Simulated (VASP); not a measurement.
# SnO in VASP: further runs

Runs on SnO. Level: LDA. Tasks: electric field gradients.

Program: VASP 6.6.1. These are calculated values, not measurements. Logs are shortened: lines on timing, memory, paths and dates and some standing lists are left out, and cuts for length are marked.

## Step 1: The cell of the first run

The structure is monoclinic, space group C2/m (No. 12). The conventional cell has a = 5.350 Å, b = 5.404 Å, c = 4.836 Å, α = 90.00°, β = 90.81°, γ = 90.00°. Within 2.9 Å of Sn (site symmetry m) lie 4 O at 2.21 to 2.23 Å. Within 2.9 Å of O (site symmetry 2) lie 4 Sn at 2.21 to 2.23 Å and 4 O at 2.68 to 2.70 Å.

## Step 2: Electric field gradients, LDA (equal xy, yz and zx shear strains of -1 %)

INCAR reads:

```
ALGO = Normal
EDIFF = 1E-8
ENCUT = 1000
GGA_COMPAT = False
ISIF = 2
ISMEAR = -1
LASPH = True
LCHARG = False
LEFG = True
LREAL = False
LWAVE = False
NBANDS = 28
NELM = 120
PREC = Accurate
SIGMA = 0.02
```

KPOINTS reads:

```
k-points
0
Gamma
  6 6 5
```

POSCAR reads:

```
SnO
1.0
    3.8020000000     -0.0190100000     -0.0190100000
   -0.0190100000      3.8020000000     -0.0190100000
   -0.0241800000     -0.0241800000      4.8360000000
Sn O
2 2
Direct
    0.0000000000      0.5000000000      0.2385000000
    0.5000000000      0.0000000000      0.7615000000
    0.0000000000      0.0000000000      0.0000000000
    0.5000000000      0.5000000000      0.0000000000
```

Potentials or basis: VASP PAW LDA potentials, release 64 (Sn_d, O_h).

Command:

```bash
cat potpaw_LDA.64/Sn_d/POTCAR potpaw_LDA.64/O_h/POTCAR > POTCAR
mpirun -np 1 vasp_std > vasp.out
```

OUTCAR:

```text
EDIFF = 1E-8
   ENCUT = 1000
   ISIF = 2
   ISMEAR = -1
   LASPH = True
   LREAL = False
   NELM = 120
   PREC = Accurate

 ion  position               nearest neighbor table
   1  0.000  0.500  0.239-   3 2.21   4 2.21   3 2.23   4 2.23   2 3.51   2 3.55   2 3.55   2 3.56
                             2 3.66   2 3.70   2 3.70   2 3.71
   2  0.500  0.000  0.761-   3 2.21   4 2.21   4 2.23   3 2.23   1 3.51   1 3.55   1 3.55   1 3.56
                             1 3.66   1 3.70   1 3.70   1 3.71
   3  0.000  0.000  0.000-   1 2.21   2 2.21   1 2.23   2 2.23
   4  0.500  0.500  0.000-   1 2.21   2 2.21   2 2.23   1 2.23

  LATTYP: Found a base centered monoclinic cell.
 ALAT       =     5.3500908591
 B/A-ratio  =     1.0100247465
 C/A-ratio  =     1.3384557916
 COS(beta)  =    -0.7375551699

  Lattice vectors:

 A1 = (  -3.8020000000,   0.0190100000,   0.0190100000)
 A2 = (   0.0190100000,  -3.8020000000,   0.0190100000)
 A3 = (   3.7588100000,   3.7588100000,   4.7979800000)

Analysis of symmetry for initial positions (statically):
=====================================================================
 Subroutine PRICEL returns:
 Original cell was already a primitive cell.

 Routine SETGRP: Setting up the symmetry group for a
 base centered monoclinic supercell.

 Subroutine GETGRP returns: Found  4 space group operations
 (whereof  2 operations were pure point group operations)
 out of a pool of  4 trial point group operations.

The static configuration has the point symmetry C_2 .
 The point group associated with its full space group is C_2h.

Analysis of symmetry for dynamics (positions and initial velocities):
=====================================================================
 Subroutine PRICEL returns:
 Original cell was already a primitive cell.

 Routine SETGRP: Setting up the symmetry group for a
 base centered monoclinic supercell.

 Subroutine GETGRP returns: Found  4 space group operations
 (whereof  2 operations were pure point group operations)
 out of a pool of  4 trial point group operations.

The dynamic configuration has the point symmetry C_2 .
 The point group associated with its full space group is C_2h.

 Subroutine INISYM returns: Found  4 space group operations
 (whereof  2 operations are pure point group operations),
 and found     1 'primitive' translations

----------------------------------------------------------------------------------------

                                     Primitive cell

  volume of cell :      69.9001

[... 135 lines left out ...]
  free energy    TOTEN  =       -25.72182350 eV

  energy without entropy =      -25.72157857  energy(sigma->0) =      -25.72170103

 E-fermi :   7.1072     XC(G=0): -10.6817

 val. band max:        7.0692599377   @ k =   0.0000   0.0000   0.0000
 cond. band min:       7.1467349720   @ k =   0.5000   0.5000  -0.0000
 fundamental gap:      0.0774750343
 Fermi energy:         7.1072189056

 k-point     1 :       0.0000    0.0000    0.0000
  band No.  band energies     occupation
      1     -14.7720      2.00000
      2     -14.3542      2.00000
      3     -14.3469      2.00000
      4     -14.3430      2.00000
      5     -14.2942      2.00000
      6     -14.2920      2.00000
[... 733 lines left out ...]
     27      15.2483      0.00000
     28      16.7311      0.00000

 [... further k-points ...]
[... 5 lines left out ...]
  --------------------------------------------------------------------------------------
  -------------------------------------------------------------------------------------
  Total       -1.0809294     -1.0809294     -0.9996077      0.3705203      0.2287904      0.2287905
  in kB      -24.7759369    -24.7759369    -22.9119660      8.4926800      5.2440940      5.2440969
  external PRESSURE =     -24.1546132 kB  Pullay stress =       0.0000000 kB

 VOLUME and BASIS-vectors are now :
 -----------------------------------------------------------------------------
  energy-cutoff  :     1000.00
  volume of cell :       69.90
      direct lattice vectors                 reciprocal lattice vectors
     3.802000000 -0.019010000 -0.019010000     0.263032681  0.001321772  0.001321772
    -0.019010000  3.802000000 -0.019010000     0.001321772  0.263032681  0.001321772
    -0.024180000 -0.024180000  4.836000000     0.001039160  0.001039160  0.206792856

 POSITION                                       TOTAL-FORCE (eV/Angst)
 -----------------------------------------------------------------------------------
     -0.01527      1.89523      1.14388         0.055912      0.055912     -0.155748
      1.88259     -0.02792      3.67311        -0.055912     -0.055912      0.155748
      0.00000      0.00000      0.00000         0.031555     -0.031555     -0.000000
      1.89149      1.89149     -0.01901        -0.031555      0.031555     -0.000000
 -----------------------------------------------------------------------------------
    total drift:                               -0.000000      0.000000      0.000000

  FREE ENERGIE OF THE ION-ELECTRON SYSTEM (eV)
  ---------------------------------------------------
  free  energy   TOTEN  =       -25.7218234981 eV

  energy  without entropy=      -25.7215785713  energy(sigma->0) =      -25.72170103

 Electric field gradients (V/A^2)
---------------------------------------------------------------------
 ion       V_xx      V_yy      V_zz      V_xy      V_xz      V_yz
---------------------------------------------------------------------
   1      82.370    82.370  -164.741     1.303    -9.435    -9.435
   2      82.370    82.370  -164.741     1.303    -9.435    -9.435
   3      -0.951    -0.951     1.902    -3.154     0.230     0.230
   4      -0.951    -0.951     1.902    -3.154     0.230     0.230
---------------------------------------------------------------------

 Electric field gradients after diagonalization (V/A^2)
 (convention: |V_zz| > |V_xx| > |V_yy|)
----------------------------------------------------------------------
 ion       V_xx      V_yy      V_zz     asymmetry (V_yy - V_xx)/ V_zz
----------------------------------------------------------------------
   1      84.388    81.068  -165.455       0.020
   2      84.388    81.068  -165.455       0.020
   3       2.203     1.920    -4.123       0.069
   4       2.203     1.920    -4.123       0.069
----------------------------------------------------------------------

           NMR quadrupolar parameters

 Cq : quadrupolar parameter    Cq=e*Q*V_zz/h
 eta: asymmetry parameters     (V_yy - V_xx)/ V_zz
 Q  : nuclear electric quadrupole moment in mb (millibarn)
----------------------------------------------------------------------
 ion       Cq(MHz)       eta       Q (mb)
----------------------------------------------------------------------
   1      -0.400       0.020       1.000
   2      -0.400       0.020       1.000
   3      -0.010       0.069       1.000
   4      -0.010       0.069       1.000
----------------------------------------------------------------------
```

stdout:

```text
POSCAR found type information on POSCAR SnO
 POSCAR found :  2 types and       4 ions
 scaLAPACK will be used
 LDA part: xc-table for (Slater(with rela. corr.)+CA(PZ))
 , standard interpolation
 POSCAR, INCAR and KPOINTS ok, starting setup
 FFT: planning ... GRIDC
 FFT: planning ... GRID_SOFT
 FFT: planning ... GRID
 WAVECAR not read
 entering main loop
ion   1

ion   2

ion   3

ion   4
```

Run time: 2.9 min. Hardware: 1 thread of Intel Xeon Platinum 8559C (Emerald Rapids), shared host; peak memory 0.37 GiB.

Results:

| Property | Result |
| --- | --- |
| Free energy | -25.7218 eV |
| Pressure | -2.4 GPa |
| Largest force | 0.175 eV/Å |
| Band gap on the k mesh | 0.08 eV (least direct gap 1.92 eV) |
| Largest electric field gradient by atom | Sn -165.5; O -4.1 V/Å² |

Forces on the atoms (eV/Å):
```
Sn   0.056  0.056 -0.156
Sn  -0.056 -0.056  0.156
O    0.032 -0.032  0.000
O   -0.032  0.032  0.000
```

Stress tensor (GPa, compression positive):
```
-2.48  0.85  0.52
 0.85 -2.48  0.52
 0.52  0.52 -2.29
```

Levels at points of the mesh, in eV from the valence-band top:
| k point | band 18 | band 19 | band 20 | band 21 | band 22 | band 23 |
| --- | --- | --- | --- | --- | --- | --- |
| (0.00, 0.00, 0.00) | -3.21 | -3.07 | 0.00 | 2.09 | 4.26 | 4.66 |
| (0.50, 0.00, 0.00) | -4.83 | -2.71 | -2.66 | 3.11 | 3.21 | 5.81 |
| (0.50, 0.50, 0.00) | -2.42 | -1.90 | -1.84 | 0.08 | 0.10 | 4.37 |

Electric field gradients, principal values (V/Å²):
```
atom   least  middle  greatest (by size)
1 Sn  81.068  84.388            -165.455
2 Sn  81.068  84.388            -165.455
 3 O   1.920   2.203              -4.123
 4 O   1.920   2.203              -4.123
```

Caveat: the cell differs from its parent crystal (equal xy, yz and zx shear strains of -1 %); semilocal functionals underestimate gaps, and a narrow one can read as zero; without QUAD_EFG the Cq values of the log hold for a quadrupole moment of 1 mb, not for the nuclei; spin-orbit coupling is left out, which moves the levels of the heavy elements.

## Step 3: Electric field gradients, LDA (equal xx and yy strain of -1 %)

INCAR reads:

```
ALGO = Normal
EDIFF = 1E-8
ENCUT = 1000
GGA = CA
GGA_COMPAT = F
ISIF = 2
ISMEAR = -1
LASPH = T
LCHARG = F
LEFG = T
LREAL = F
LWAVE = F
NBANDS = 28
NELM = 120
PREC = Accurate
SIGMA = 0.02
```

KPOINTS is that of step 2.

POSCAR reads:

```
SnO
1.0
    3.7639800000      0.0000000000      0.0000000000
    0.0000000000      3.7639800000      0.0000000000
    0.0000000000      0.0000000000      4.8360000000
Sn O
2 2
Direct
    0.0000000000      0.5000000000      0.2385000000
    0.5000000000      0.0000000000      0.7615000000
    0.0000000000      0.0000000000      0.0000000000
    0.5000000000      0.5000000000      0.0000000000
```

Potentials or basis: VASP PAW LDA potentials, release 64 (Sn_d, O_h).

Command:

```bash
cat potpaw_LDA.64/Sn_d/POTCAR potpaw_LDA.64/O_h/POTCAR > POTCAR
mpirun -np 1 vasp_std > vasp.out
```

OUTCAR:

```text
EDIFF = 1E-8
   ENCUT = 1000
   GGA = CA
   ISIF = 2
   ISMEAR = -1
   LASPH = T
   LREAL = F
   NELM = 120
   PREC = Accurate

 ion  position               nearest neighbor table
   1  0.000  0.500  0.239-   3 2.21   4 2.21   3 2.21   4 2.21   2 3.52   2 3.52   2 3.52   2 3.52
                             2 3.67   2 3.67   2 3.67   2 3.67
   2  0.500  0.000  0.761-   3 2.21   4 2.21   4 2.21   3 2.21   1 3.52   1 3.52   1 3.52   1 3.52
                             1 3.67   1 3.67   1 3.67   1 3.67
   3  0.000  0.000  0.000-   1 2.21   2 2.21   1 2.21   2 2.21
   4  0.500  0.500  0.000-   1 2.21   2 2.21   2 2.21   1 2.21

  LATTYP: Found a simple tetragonal cell.
 ALAT       =     3.7639800000
 C/A-ratio  =     1.2848102275

  Lattice vectors:

 A1 = (   3.7639800000,   0.0000000000,   0.0000000000)
 A2 = (   0.0000000000,   3.7639800000,   0.0000000000)
 A3 = (   0.0000000000,   0.0000000000,   4.8360000000)

Analysis of symmetry for initial positions (statically):
=====================================================================
 Subroutine PRICEL returns:
 Original cell was already a primitive cell.

 Routine SETGRP: Setting up the symmetry group for a
 simple tetragonal supercell.
[... 949 lines left out ...]
      0.00000      0.00000      0.00000         0.000000     -0.000000      0.000000
      1.88199      1.88199      0.00000         0.000000      0.000000      0.000000
 -----------------------------------------------------------------------------------
    total drift:                               -0.000000      0.000000      0.000000

  FREE ENERGIE OF THE ION-ELECTRON SYSTEM (eV)
  ---------------------------------------------------
  free  energy   TOTEN  =       -25.7371109028 eV

  energy  without entropy=      -25.7364858184  energy(sigma->0) =      -25.73679836

 Electric field gradients (V/A^2)
---------------------------------------------------------------------
 ion       V_xx      V_yy      V_zz      V_xy      V_xz      V_yz
---------------------------------------------------------------------
   1      84.981    84.981  -169.962     0.000     0.000     0.000
   2      84.981    84.981  -169.962     0.000     0.000    -0.000
   3      -2.601    -2.601     5.203     0.000     0.000    -0.000
   4      -2.601    -2.601     5.203    -0.000    -0.000    -0.000
---------------------------------------------------------------------

 Electric field gradients after diagonalization (V/A^2)
 (convention: |V_zz| > |V_xx| > |V_yy|)
----------------------------------------------------------------------
 ion       V_xx      V_yy      V_zz     asymmetry (V_yy - V_xx)/ V_zz
----------------------------------------------------------------------
   1      84.981    84.981  -169.962       0.000
   2      84.981    84.981  -169.962       0.000
   3      -2.601    -2.601     5.203       0.000
   4      -2.601    -2.601     5.203       0.000
----------------------------------------------------------------------

           NMR quadrupolar parameters

 Cq : quadrupolar parameter    Cq=e*Q*V_zz/h
 eta: asymmetry parameters     (V_yy - V_xx)/ V_zz
 Q  : nuclear electric quadrupole moment in mb (millibarn)
----------------------------------------------------------------------
 ion       Cq(MHz)       eta       Q (mb)
----------------------------------------------------------------------
   1      -0.411       0.000       1.000
   2      -0.411       0.000       1.000
   3       0.013       0.000       1.000
   4       0.013       0.000       1.000
----------------------------------------------------------------------
```

OSZICAR:

```text
N       E                     dE             d eps       ncg     rms          rms(c)
DAV:   1     0.540124621855E+03    0.54012E+03   -0.28860E+04  1708   0.332E+03
DAV:   2     0.869856218004E+02   -0.45314E+03   -0.43669E+03  1696   0.739E+02
DAV:   3    -0.182339256385E+02   -0.10522E+03   -0.10145E+03  2080   0.228E+02
DAV:   4    -0.289305718053E+02   -0.10697E+02   -0.10518E+02  1980   0.710E+01
DAV:   5    -0.292900338033E+02   -0.35946E+00   -0.35882E+00  1800   0.137E+01    0.115E+01
DAV:   6    -0.258109421568E+02    0.34791E+01   -0.14123E+01  2812   0.437E+01    0.492E+00
DAV:   7    -0.257920894081E+02    0.18853E-01   -0.19365E+00  1924   0.847E+00    0.254E+00
DAV:   8    -0.257513253332E+02    0.40764E-01   -0.36924E-01  2256   0.424E+00    0.836E-01
DAV:   9    -0.257365673202E+02    0.14758E-01   -0.49137E-02  2736   0.246E+00    0.235E-01
DAV:  10    -0.257374896764E+02   -0.92236E-03   -0.70651E-03  2300   0.755E-01    0.149E-01
DAV:  11    -0.257370954199E+02    0.39426E-03   -0.14136E-03  2708   0.380E-01    0.235E-02
DAV:  12    -0.257371191378E+02   -0.23718E-04   -0.32061E-04  1972   0.112E-01    0.306E-02
DAV:  13    -0.257371119802E+02    0.71575E-05   -0.21048E-05  2064   0.411E-02    0.106E-02
DAV:  14    -0.257371110822E+02    0.89797E-06   -0.27968E-06  2504   0.112E-02    0.416E-03
DAV:  15    -0.257371109016E+02    0.18067E-06   -0.11717E-06  2644   0.815E-03    0.910E-04
DAV:  16    -0.257371109177E+02   -0.16123E-07   -0.10504E-07  1940   0.220E-03    0.129E-03
DAV:  17    -0.257371109057E+02    0.11985E-07   -0.16516E-08  1232   0.111E-03    0.516E-04
DAV:  18    -0.257371109028E+02    0.28585E-08   -0.16481E-08  1044   0.828E-04
   1 F= -.25737111E+02 E0= -.25736798E+02  d E =-.625084E-03
```

Wall time 2 min (1 thread of Intel Xeon Platinum 8259CL at 2.50GHz (Skylake/Cascade Lake), shared host); peak memory 0.3 GiB.

What came out:

* Free energy: -25.7371 eV
* Pressure: -0.4 GPa
* Largest force: 0.101 eV/Å
* Band gap on the k mesh: zero (bands 20 and 21 overlap by 0.03 eV)
* Largest electric field gradient by atom: Sn -170.0; O +5.2 V/Å²

Forces on the atoms (eV/Å):
```
Sn   0.000  0.000  0.101
Sn   0.000  0.000 -0.101
O    0.000  0.000  0.000
O    0.000  0.000  0.000
```

Levels at points of the mesh, in eV from the Fermi level:
```
           k point  band 18  band 19  band 20  band 21  band 22  band 23
(0.00, 0.00, 0.00)    -3.28    -3.28     0.03     2.14     4.18     4.70
(0.50, 0.00, 0.00)    -5.03    -2.83    -2.83     3.13     3.13     5.93
(0.50, 0.50, 0.00)    -2.59    -1.94    -1.94     0.00     0.00     4.31
```

Electric field gradients, principal values (V/Å²):
```
atom   least  middle  greatest (by size)
1 Sn  84.981  84.981            -169.962
2 Sn  84.981  84.981            -169.962
 3 O  -2.601  -2.601               5.203
 4 O  -2.601  -2.601               5.203
```

Caveat: the cell differs from its parent crystal (equal xx and yy strain of -1 %); semilocal functionals underestimate gaps, and a narrow one can read as zero; without QUAD_EFG the Cq values of the log hold for a quadrupole moment of 1 mb, not for the nuclei; spin-orbit coupling is left out, which moves the levels of the heavy elements.

The gap in the log of VASP goes by the Fermi energy; the results here count the filled bands.